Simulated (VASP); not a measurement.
The system is Ge3Pd.

```
Pd Ge
1.0
     4.22326    0.00000    0.00000
     0.00000    4.22326    0.00000
     0.00000    0.00000    4.22326
Pd Ge
1 3
Direct
  0.00000 0.00000 0.00000
  0.50000 0.50000 0.00000
  0.50000 0.00000 0.50000
  0.00000 0.50000 0.50000
```

Base run:

| Quantity | Value |
| --- | --- |
| Program | VASP 6.6.1 |
| Functional | PBE |
| Potentials or basis | VASP PAW PBE potentials, release 64 (Pd, Ge_d) |
| Cutoff | 520 eV |
| k mesh | 7 × 7 × 7 |
| Occupations | fermi-dirac, width 0.05 eV |
| Spin | no spin polarisation |

Its results: band gap on the k mesh zero (bands 26 and 27 overlap by 1.49 eV); pressure -4.4 GPa.

Problem. The run is repeated on the same cell with these changes: functional from PBE to PBEsol. What comes out?

Solution. Band gap on the k mesh zero (bands 26 and 27 overlap by 1.49 eV); pressure -8.5 GPa.

PBEsol binds more tightly than PBE, so the same cell stands under less pressure.

Caveats: the cell stands under tension; the PAW data sets were made with another functional, which shifts forces and pressure a little (at least some runs).
